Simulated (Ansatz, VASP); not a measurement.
**Cu: VASP beside Ansatz**

```
Cu
1.0
     2.51968    0.00000    0.00000
     0.00000    2.51968    0.00000
     0.00000    0.00000   25.69012
Cu
7
Direct
  0.50000 0.50000 0.29403
  0.00000 0.00000 0.36112
  0.50000 0.50000 0.43068
  0.00000 0.00000 0.50000
  0.50000 0.50000 0.56932
  0.00000 0.00000 0.63888
  0.50000 0.50000 0.70597
```

Alike in both runs: functional PBEsol; k mesh 14 × 14 × 1; occupations gaussian, width 0.1 eV; no spin polarisation.

Ansatz relaxed the structure, and its values are those at the end. VASP's run is a single point on that final structure, the one shown.

```csv
,VASP,Ansatz
version,VASP 6.6.1,Ansatz 0.2.0
potentials or method,"VASP PAW PBE potentials, release 64 (Cu), cutoff 520 eV","scalar-relativistic, plane waves, PAW"
valence electrons in the cell,77,133
```

VASP gave:

- gap on the k mesh at the Fermi level (eV): none
- rms of the force components (eV/Å): 0.014
- work function, face that differs most (eV): 4.63

Q: Estimate Ansatz's values.

A: gap on the k mesh at the Fermi level (eV): none; rms of the force components (eV/Å): 0.004; work function, face that differs most (eV): 4.66.

VASP's potentials were made for PBE, not for PBEsol. A gap of «none» marks a metal or a gap that the smearing closes. VASP's potentials hold 77 valence electrons a cell and Ansatz's 133, so a difference there can come from the potentials and not from the codes. Ansatz's warnings: xc potential rough in thin density.
